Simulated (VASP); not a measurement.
A run of VASP 6.6.1 is set up as follows.

Contents of INCAR:

```
SYSTEM = P
ALGO = Normal
EDIFF = 1E-6
ENCUT = 520
GGA = PE
ISIF = 2
ISMEAR = -1
LASPH = .TRUE.
LCHARG = .FALSE.
LREAL = .FALSE.
LWAVE = .FALSE.
NBANDS = 8
NELM = 100
PREC = Accurate
SIGMA = 0.1
```

Contents of KPOINTS:

```
k-points
0
G
  21 21 21
  0 0 0
```

Contents of POSCAR:

```
P
1.0
    0.0000000000      1.5220171003      1.5220171003
    1.5220171003      0.0000000000      1.5220171003
    1.5220171003      1.5220171003      0.0000000000
P
1
Direct
    0.0000000000      0.0000000000      0.0000000000
```

Potentials or basis: VASP PAW PBE potentials, release 64 (P).

The run is started by

```console
$ cat potpaw_PBE.64/P/POTCAR > POTCAR
$ mpirun -np 1 vasp_std > vasp.out
```

**Question.** Predict the pressure.

**Answer.** 268.9 GPa.

Caveat: the cell differs from its parent crystal (volume scaled by 0.485, to set the pressure).
